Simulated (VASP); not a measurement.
# CO2 (Pbca) in VASP: further runs

CO2 is run at these levels: PBE; tasks: single point.

Program: VASP 6.6.1. These are calculated values, not measurements. Logs are shortened: lines on timing, memory, paths and dates and some standing lists are left out, and cuts for length are marked.

### 1 The cell of the first run

It takes space group Pbca (No. 61, orthorhombic). The conventional cell has a = 6.057 Å, b = 6.057 Å, c = 6.834 Å, α = 90.00°, β = 90.00°, γ = 90.00°. C (site symmetry -1) has 2 O at 1.22 Å within 1.6 Å. Within 1.6 Å of O (site symmetry 1) lie 1 C at 1.22 Å.

### 2 Single point, PBE (20.90 Å³/atom)

INCAR

```
SYSTEM = CO2
  ALGO = Normal
  EDIFF = 1E-6
  ENCUT = 520
  GGA = PE
  ISIF = 2
  ISMEAR = 0
  LASPH = .True.
  LCHARG = .False.
  LREAL = .False.
  LWAVE = .False.
  NBANDS = 44
  NELM = 80
  PREC = Accurate
  SIGMA = 0.05
```

KPOINTS

```
k-points
0
Gamma
  4 4 4
  0 0 0
```

POSCAR

```
CO2
1.0
    6.0573979106      0.0000000000      0.0000000000
    0.0000000000      6.0573979106      0.0000000000
    0.0000000000      0.0000000000      6.8339563228
C O
4 8
Direct
    0.0000000000      0.0000000000      0.0000000000
    0.5000000000      0.0000000000      0.5000000000
    0.5000000000      0.5000000000      0.0000000000
    0.0000000000      0.5000000000      0.5000000000
    0.1114834447      0.1114834447      0.1114834447
    0.3885165553      0.8885165553      0.6114834447
    0.6114834447      0.3885165553      0.8885165553
    0.8885165553      0.6114834447      0.3885165553
    0.8885165553      0.8885165553      0.8885165553
    0.6114834447      0.1114834447      0.3885165553
    0.3885165553      0.6114834447      0.1114834447
    0.1114834447      0.3885165553      0.6114834447
```

Potentials or basis: VASP PAW PBE potentials, release 64 (C, O).

On the command line:

```bash
$ cat potpaw_PBE.64/C/POTCAR potpaw_PBE.64/O/POTCAR > POTCAR
$ mpirun -np 1 vasp_std > vasp.out
```

OUTCAR:

```text
SYSTEM = CO2
   EDIFF = 1E-6
   ENCUT = 520
   GGA = PE
   ISIF = 2
   ISMEAR = 0
   LASPH = .True.
   LREAL = .False.
   NELM = 80
   PREC = Accurate

 ion  position               nearest neighbor table
   1  0.000  0.000  0.000-   5 1.22   9 1.22
   2  0.500  0.000  0.500-   6 1.22  10 1.22
   3  0.500  0.500  0.000-   7 1.22  11 1.22
   4  0.000  0.500  0.500-   8 1.22  12 1.22
   5  0.111  0.111  0.111-   1 1.22
   6  0.389  0.889  0.611-   2 1.22
   7  0.611  0.389  0.889-   3 1.22
   8  0.889  0.611  0.389-   4 1.22
   9  0.889  0.889  0.889-   1 1.22
  10  0.611  0.111  0.389-   2 1.22
  11  0.389  0.611  0.111-   3 1.22
  12  0.111  0.389  0.611-   4 1.22

  LATTYP: Found a simple tetragonal cell.
 ALAT       =     6.0573979106
 C/A-ratio  =     1.1282000000

  Lattice vectors:

 A1 = (   6.0573979106,   0.0000000000,   0.0000000000)
 A2 = (   0.0000000000,   6.0573979106,   0.0000000000)
 A3 = (   0.0000000000,   0.0000000000,   6.8339563228)

Analysis of symmetry for initial positions (statically):
=====================================================================
 Subroutine PRICEL returns:
 Original cell was already a primitive cell.

 Routine SETGRP: Setting up the symmetry group for a
 simple tetragonal supercell.

 Subroutine GETGRP returns: Found  8 space group operations
 (whereof  2 operations were pure point group operations)
 out of a pool of 16 trial point group operations.

The static configuration has the point symmetry S_2 .
 The point group associated with its full space group is D_2h.

Analysis of symmetry for dynamics (positions and initial velocities):
=====================================================================
 Subroutine PRICEL returns:
 Original cell was already a primitive cell.

 Routine SETGRP: Setting up the symmetry group for a
 simple tetragonal supercell.

 Subroutine GETGRP returns: Found  8 space group operations
 (whereof  2 operations were pure point group operations)
 out of a pool of 16 trial point group operations.

The dynamic configuration has the point symmetry S_2 .
 The point group associated with its full space group is D_2h.

 Subroutine INISYM returns: Found  8 space group operations
 (whereof  2 operations are pure point group operations),
 and found     1 'primitive' translations

----------------------------------------------------------------------------------------

                                     Primitive cell

  volume of cell :     250.7520

  direct lattice vectors                    reciprocal lattice vectors
     6.057397911  0.000000000  0.000000000     0.165087388  0.000000000  0.000000000
     0.000000000  6.057397911  0.000000000     0.000000000  0.165087388  0.000000000
     0.000000000  0.000000000  6.833956323     0.000000000  0.000000000  0.146328123

  length of vectors
     6.057397911  6.057397911  6.833956323     0.165087388  0.165087388  0.146328123

  position of ions in fractional coordinates (direct lattice)
     0.000000000  0.000000000  0.000000000
     0.500000000  0.000000000  0.500000000
     0.500000000  0.500000000  0.000000000
     0.000000000  0.500000000  0.500000000
     0.111483445  0.111483445  0.111483445
     0.388516555  0.888516555  0.611483445
     0.611483445  0.388516555  0.888516555
     0.888516555  0.611483445  0.388516555
     0.888516555  0.888516555  0.888516555
     0.611483445  0.111483445  0.388516555
     0.388516555  0.611483445  0.111483445
     0.111483445  0.388516555  0.611483445

  ion indices of the primitive-cell ions
   primitive index   ion index
                 1           1
                 2           2
                 3           3
                 4           4
                 5           5
                 6           6
                 7           7
                 8           8
                 9           9
                10          10
                11          11
                12          12

----------------------------------------------------------------------------------------

 KPOINTS: k-points

Automatic generation of k-mesh.
 Grid dimensions read from file:
 generate k-points for:    4    4    4

 Generating k-lattice:

  Cartesian coordinates                     Fractional coordinates (reciprocal lattice)
     0.041271847  0.000000000  0.000000000     0.250000000  0.000000000  0.000000000
     0.000000000  0.041271847  0.000000000     0.000000000  0.250000000  0.000000000
     0.000000000  0.000000000  0.036582031     0.000000000  0.000000000  0.250000000

  Length of vectors
     0.041271847  0.041271847  0.036582031

  Shift w.r.t. Gamma in fractional coordinates (k-lattice)
     0.000000000  0.000000000  0.000000000

 Subroutine IBZKPT returns following result:
 ===========================================

 Found     27 irreducible k-points:

 Following reciprocal coordinates:
            Coordinates               Weight
  0.000000  0.000000  0.000000      1.000000
[... 49 lines left out ...]
   IVDW    =     0    specifies the selected vdW correction
   LEPSILON=     F    determine dielectric tensor
   LRPA    =     F    only Hartree local field effects (RPA)
 non-spin polarized calculation
 Gauss-broadening in eV      SIGMA  =   0.05
  energy-cutoff  :      520.00
  volume of cell :      250.75
 maximum number of plane-waves:      6784
 NGX is ok and might be reduce to    48
   NGX = 23   NGY = 23   NGZ = 25

 number of electron      64.0000007 magnetization

 Free energy of the ion-electron system (eV)
  ---------------------------------------------------
  ext. energy  EPLUGINS =         0.00000000
  ---------------------------------------------------
  free energy    TOTEN  =       -91.48309106 eV

  energy without entropy =      -91.48309106  energy(sigma->0) =      -91.48309106

 E-fermi :  -4.8895     XC(G=0):  -6.4822

 val. band max:       -5.1793554225   @ k =   0.0000   0.0000   0.0000
 cond. band min:       0.9696439403   @ k =   0.0000   0.0000   0.0000
 fundamental gap:      6.1489993628
 Fermi energy:        -4.8894708871

 k-point     1 :       0.0000    0.0000    0.0000
  band No.  band energies     occupation
      1     -24.9803      2.00000
      2     -24.9283      2.00000
      3     -24.9084      2.00000
      4     -24.9060      2.00000
      5     -23.9531      2.00000
      6     -23.9393      2.00000
[... 36 lines left out ...]
     43       4.3027      0.00000
     44       4.3161      0.00000

 k-point     2 :       0.2500    0.0000    0.0000
  band No.  band energies     occupation
      1     -24.9696      2.00000
      2     -24.9255      2.00000
      3     -24.9171      2.00000
      4     -24.9113      2.00000
      5     -23.9492      2.00000
      6     -23.9389      2.00000
[... 36 lines left out ...]
     43       3.9430      0.00000
     44       4.4262      0.00000

 k-point     3 :       0.0000    0.2500    0.0000
  band No.  band energies     occupation
      1     -24.9699      2.00000
      2     -24.9251      2.00000
      3     -24.9192      2.00000
      4     -24.9093      2.00000
      5     -23.9509      2.00000
      6     -23.9403      2.00000
[... 36 lines left out ...]
     43       3.9411      0.00000
     44       4.4217      0.00000

 k-point     4 :       0.5000    0.0000    0.0000
  band No.  band energies     occupation
      1     -24.9437      2.00000
      2     -24.9437      2.00000
      3     -24.9184      2.00000
      4     -24.9184      2.00000
      5     -23.9396      2.00000
      6     -23.9396      2.00000
[... 882 lines left out ...]
     43       3.0999      0.00000
     44       3.0999      0.00000

 k-point    23 :       0.0000    0.5000    0.5000
  band No.  band energies     occupation
      1     -24.9310      2.00000
      2     -24.9310      2.00000
      3     -24.9310      2.00000
      4     -24.9310      2.00000
      5     -23.9391      2.00000
      6     -23.9391      2.00000
[... 36 lines left out ...]
     43       3.1036      0.00000
     44       3.1036      0.00000

 k-point    24 :       0.2500    0.2500    0.5000
  band No.  band energies     occupation
      1     -24.9427      2.00000
      2     -24.9427      2.00000
      3     -24.9190      2.00000
      4     -24.9190      2.00000
      5     -23.9426      2.00000
      6     -23.9426      2.00000
[... 36 lines left out ...]
     43       3.8445      0.00000
     44       3.8445      0.00000

 [... further k-points ...]
[... 5 lines left out ...]
  --------------------------------------------------------------------------------------
  -------------------------------------------------------------------------------------
  Total      -12.2017901    -12.1282857    -15.7882096     -0.0000000      0.0000000      0.0000000
  in kB      -77.9632128    -77.4935569   -100.8786032     -0.0000000      0.0000000      0.0000000
  external PRESSURE =     -85.4451243 kB  Pullay stress =       0.0000000 kB

 VOLUME and BASIS-vectors are now :
 -----------------------------------------------------------------------------
  energy-cutoff  :      520.00
  volume of cell :      250.75
      direct lattice vectors                 reciprocal lattice vectors
     6.057397911  0.000000000  0.000000000     0.165087388  0.000000000  0.000000000
     0.000000000  6.057397911  0.000000000     0.000000000  0.165087388  0.000000000
     0.000000000  0.000000000  6.833956323     0.000000000  0.000000000  0.146328123

 POSITION                                       TOTAL-FORCE (eV/Angst)
 -----------------------------------------------------------------------------------
      0.00000      0.00000      0.00000        -0.000000      0.000000      0.000000
      3.02870      0.00000      3.41698        -0.000000      0.000000      0.000000
      3.02870      3.02870      0.00000        -0.000000      0.000000      0.000000
      0.00000      3.02870      3.41698        -0.000000      0.000000      0.000000
      0.67530      0.67530      0.76187        -2.196173     -2.184790     -2.487033
      2.35340      5.38210      4.17885         2.196173      2.184790     -2.487033
      3.70400      2.35340      6.07208        -2.196173      2.184790      2.487033
      5.38210      3.70400      2.65511         2.196173     -2.184790      2.487033
      5.38210      5.38210      6.07208         2.196173      2.184790      2.487033
      3.70400      0.67530      2.65511        -2.196173     -2.184790      2.487033
      2.35340      3.70400      0.76187         2.196173     -2.184790     -2.487033
      0.67530      2.35340      4.17885        -2.196173      2.184790     -2.487033
 -----------------------------------------------------------------------------------
    total drift:                                0.000000      0.000000      0.000000

  FREE ENERGIE OF THE ION-ELECTRON SYSTEM (eV)
  ---------------------------------------------------
  free  energy   TOTEN  =       -91.4830910574 eV

  energy  without entropy=      -91.4830910574  energy(sigma->0) =      -91.48309106
```

Run time: 2 min. Hardware: 1 thread of Intel Xeon 6975P-C (Granite Rapids), shared host; peak memory 0.45 GiB.

Results:

```
Free energy            : -91.4831 eV
Pressure               : -8.5 GPa
Largest force          : 3.973 eV/Å
Band gap on the k mesh : 6.15 eV
```

Forces in eV/Å, atoms in the order of the input:
```
C    0.000  0.000  0.000
C    0.000  0.000  0.000
C    0.000  0.000  0.000
C    0.000  0.000  0.000
O   -2.196 -2.185 -2.487
O    2.196  2.185 -2.487
O   -2.196  2.185  2.487
O    2.196 -2.185  2.487
O    2.196  2.185  2.487
O   -2.196 -2.185  2.487
O    2.196 -2.185 -2.487
O   -2.196  2.185 -2.487
```

Stress tensor (GPa, compression positive):
```
 -7.80   0.00   0.00
  0.00  -7.75   0.00
  0.00   0.00 -10.09
```

Caveat: the cell stands under tension; this functional lacks dispersion, which holds the molecules together, so the pressure and a relaxed volume are unreliable; forces of over 1 eV/Å act on the atoms, so gaps and moduli don't describe the material at rest. As with any semilocal functional, this PBE gap is likely too small.

### 3 Single point, PBE (20.30 Å³/atom)

This run uses another cell than the first one, of 20.30 Å³/atom.

INCAR

```
PREC = Accurate ; ENCUT = 520
EDIFF = 1E-7 ; ISMEAR = 0
SIGMA = 0.05 ; LREAL = False
LASPH = True ; NELM = 80
ALGO = Normal ; ISIF = 2
LWAVE = False ; LCHARG = True
GGA = PE ; LELF = True
LVHAR = True ; NBANDS = 44
```

KPOINTS

```
Automatic mesh
0
Gamma
  4 4 4
```

POSCAR: that of step 2 with these lines changed.

```diff
@@ -2,5 +2,5 @@
 1.0
-    6.0573979106      0.0000000000      0.0000000000
-    0.0000000000      6.0573979106      0.0000000000
-    0.0000000000      0.0000000000      6.8339563228
+    5.9995469334      0.0000000000      0.0000000000
+    0.0000000000      5.9995469334      0.0000000000
+    0.0000000000      0.0000000000      6.7686888503
 C O
```

Potentials or basis: VASP PAW PBE potentials, release 64 (C, O).

On the command line:

```bash
$ cat potpaw_PBE.64/C/POTCAR potpaw_PBE.64/O/POTCAR > POTCAR
$ mpirun -np 1 vasp_std > vasp.out
```

It took 6.4 min on 1 thread of Intel Xeon Platinum 8375C at 2.90GHz (Ice Lake), shared host; peak memory 0.44 GiB.

The run converged. Its results:

```
Free energy            : -91.8175 eV
Pressure               : -6.8 GPa
Largest force          : 3.084 eV/Å
Band gap on the k mesh : 6.23 eV
```

Forces on the atoms (eV/Å):
```
C    0.000  0.000  0.000
C    0.000  0.000  0.000
C    0.000  0.000  0.000
C    0.000  0.000  0.000
O   -1.706 -1.693 -1.933
O    1.706  1.693 -1.933
O   -1.706  1.693  1.933
O    1.706 -1.693  1.933
O    1.706  1.693  1.933
O   -1.706 -1.693  1.933
O    1.706 -1.693 -1.933
O   -1.706  1.693 -1.933
```

Stress tensor (GPa, compression positive):
```
-6.19  0.00  0.00
 0.00 -6.14  0.00
 0.00  0.00 -8.08
```

Levels at points of the mesh, in eV from the valence-band top:
```tsv
k point	band 29	band 30	band 31	band 32	band 33	band 34	band 35	band 36
(0.00, 0.00, 0.00)	-0.14	-0.13	-0.13	0.00	6.23	7.43	7.53	7.55
(0.50, 0.00, 0.00)	-0.19	-0.19	-0.12	-0.12	7.51	7.51	7.54	7.54
(0.00, 0.50, 0.00)	-0.19	-0.19	-0.10	-0.10	7.44	7.44	7.53	7.53
(0.50, 0.50, 0.00)	-0.18	-0.18	-0.18	-0.18	7.46	7.46	7.46	7.46
(0.00, 0.00, 0.50)	-0.21	-0.21	-0.07	-0.07	7.27	7.27	7.47	7.47
(0.50, 0.00, 0.50)	-0.17	-0.17	-0.17	-0.17	7.50	7.50	7.50	7.50
(0.00, 0.50, 0.50)	-0.17	-0.17	-0.17	-0.17	7.48	7.48	7.48	7.48
(0.50, 0.50, 0.50)	-0.16	-0.16	-0.16	-0.16	7.49	7.49	7.49	7.49
```

Caveat: the cell stands under tension; this functional lacks dispersion, which holds the molecules together, so the pressure and a relaxed volume are unreliable; forces of over 1 eV/Å act on the atoms, so gaps and moduli don't describe the material at rest. A k mesh can miss the band edges.

### 4 Single point, PBE (20.30 Å³/atom)

This run uses another cell than the first one, of 20.30 Å³/atom.

INCAR

```
SYSTEM = CO2
PREC = Accurate
ENCUT = 520
EDIFF = 1E-6
ISMEAR = 0
SIGMA = 0.05
LREAL = .False.
LASPH = .True.
NELM = 80
ALGO = Normal
ISIF = 2
LWAVE = .False.
LCHARG = .True.
GGA = PE
LELF = .True.
LVHAR = .True.
NBANDS = 44
```

KPOINTS

```
regular mesh
0
Gamma
  4 4 4
  0 0 0
```

POSCAR: that of step 3 with these lines changed.

```diff
@@ -2,5 +2,5 @@
 1.0
-    5.9995469334      0.0000000000      0.0000000000
-    0.0000000000      5.9995469334      0.0000000000
-    0.0000000000      0.0000000000      6.7686888503
+    6.0969270515      0.0000000000      0.0000000000
+    0.0000000000      6.0969270515      0.0000000000
+    0.0000000000      0.0000000000      6.5541965803
 C O
```

On the command line:

```bash
$ cat potpaw_PBE.64/C/POTCAR potpaw_PBE.64/O/POTCAR > POTCAR
$ mpirun -np 1 vasp_std > vasp.out
```

Run time: 6.3 min. Hardware: 1 thread of Intel Xeon Platinum 8375C at 2.90GHz (Ice Lake), shared host; peak memory 0.43 GiB.

The run converged. Its results:

* Free energy: -91.8899 eV
* Pressure: -6.4 GPa
* Largest force: 2.875 eV/Å
* Band gap on the k mesh: 6.28 eV

Forces on the atoms (eV/Å):
```
C    0.000  0.000  0.000
C    0.000  0.000  0.000
C    0.000  0.000  0.000
C    0.000  0.000  0.000
O   -1.618 -1.611 -1.746
O    1.618  1.611 -1.746
O   -1.618  1.611  1.746
O    1.618 -1.611  1.746
O    1.618  1.611  1.746
O   -1.618 -1.611  1.746
O    1.618 -1.611 -1.746
O   -1.618  1.611 -1.746
```

Stress tensor (GPa, compression positive):
```
-6.03  0.00  0.00
 0.00 -6.01  0.00
 0.00  0.00 -7.09
```

Levels at points of the mesh, in eV from the valence-band top:
| k point | band 29 | band 30 | band 31 | band 32 | band 33 | band 34 | band 35 | band 36 |
| --- | --- | --- | --- | --- | --- | --- | --- | --- |
| (0.00, 0.00, 0.00) | -0.13 | -0.12 | -0.08 | 0.00 | 6.28 | 7.53 | 7.59 | 7.62 |
| (0.50, 0.00, 0.00) | -0.17 | -0.17 | -0.09 | -0.09 | 7.53 | 7.53 | 7.58 | 7.58 |
| (0.00, 0.50, 0.00) | -0.17 | -0.17 | -0.08 | -0.08 | 7.52 | 7.52 | 7.53 | 7.53 |
| (0.50, 0.50, 0.00) | -0.17 | -0.17 | -0.17 | -0.17 | 7.53 | 7.53 | 7.53 | 7.53 |
| (0.00, 0.00, 0.50) | -0.18 | -0.18 | -0.06 | -0.06 | 7.38 | 7.38 | 7.54 | 7.54 |
| (0.50, 0.00, 0.50) | -0.16 | -0.16 | -0.16 | -0.16 | 7.55 | 7.55 | 7.55 | 7.55 |
| (0.00, 0.50, 0.50) | -0.16 | -0.16 | -0.16 | -0.16 | 7.54 | 7.54 | 7.54 | 7.54 |
| (0.50, 0.50, 0.50) | -0.16 | -0.16 | -0.16 | -0.16 | 7.55 | 7.55 | 7.55 | 7.55 |

Caveat: the cell stands under tension; this functional lacks dispersion, which holds the molecules together, so the pressure and a relaxed volume are unreliable; forces of over 1 eV/Å act on the atoms, so gaps and moduli don't describe the material at rest. As with any semilocal functional, this PBE gap is likely too small.

### 5 Summary

```csv
cell,gap on the mesh (eV),pressure (GPa),largest force (eV/Å)
"a = 6.057, b = 6.057, c = 6.834 Å, 12 atoms",6.15,-8.5,3.97
"a = 6.000, b = 6.000, c = 6.769 Å, 12 atoms",6.23,-6.8,3.08
"a = 6.097, b = 6.097, c = 6.554 Å, 12 atoms",6.28,-6.4,2.88
```

Alike in all rows: task single point; level PBE; potentials or basis VASP PAW PBE potentials, release 64 (C, O); no spin polarisation; k mesh 4 × 4 × 4; cutoff (eV) 520; smearing gaussian 0.05 eV.

Caveats: the cell stands under tension; this functional lacks dispersion, which holds the molecules together, so the pressure and a relaxed volume are unreliable; forces of over 1 eV/Å act on the atoms, so gaps and moduli don't describe the material at rest.

Absolute energies hang on the potentials; compare differences alone.
